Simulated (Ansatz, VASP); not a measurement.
**HfO2 in VASP and in Ansatz**

```xyz
24
Lattice="7.1741 0.0000 0.0000 0.0000 5.0729 0.0000 0.0000 0.0000 24.1511" Properties=species:S:1:pos:R:3 pbc="T T T"
Hf    1.7935    2.5364    8.0000
Hf    5.3806    2.5364    8.0000
Hf    3.5871    0.0000    9.7935
Hf    0.0000    0.0000    9.7935
Hf    5.3731    2.5376   11.8236
Hf    1.8001    2.5374   11.8237
Hf    0.0000    0.0016   13.1903
Hf    3.5874    0.0028   13.2570
O     3.5871    3.8047    8.0000
O     0.0000    3.8047    8.0000
O     3.5871    1.2682    8.0000
O     0.0000    1.2682    8.0000
O     5.3806    1.2682    9.7935
O     1.7935    1.2682    9.7935
O     5.3806    3.8047    9.7935
O     1.7935    3.8047    9.7935
O    -0.0003    3.7969   11.6013
O     3.5869    3.7944   11.6320
O    -0.0003    1.2784   11.5999
O     3.5870    1.2747   11.6311
O     1.7743    1.2254   13.4376
O     5.3993    1.2258   13.4379
O     1.7728    3.8515   13.4381
O     5.4004    3.8515   13.4386
```

Alike in both runs: task single point; functional PBE; dispersion D3(BJ); k mesh 2 × 3 × 1; occupations gaussian, width 0.05 eV; no spin polarisation.

```csv
,VASP,Ansatz
version,VASP 6.6.1,Ansatz 0.2.0
potentials or method,"VASP PAW PBE potentials, release 64 (Hf_pv, O), cutoff 520 eV","scalar-relativistic, plane waves, PAW"
valence electrons in the cell,176,304
```

|  | VASP | Ansatz | Ansatz less VASP |
| --- | --- | --- | --- |
| gap on the k mesh at the Fermi level (eV) | 1.49 | 1.51 | +0.022 |
| least direct gap on the mesh (eV) | 1.49 | 1.51 | +0.022 |
| rms of the force components (eV/Å) | 1.107 | 1.080 | -0.0270 |

VASP's potentials hold 176 valence electrons a cell and Ansatz's 304, so a difference there can come from the potentials and not from the codes.

The k mesh is coarse, so the values compare programs but aren't converged. Spin-orbit coupling is off throughout.
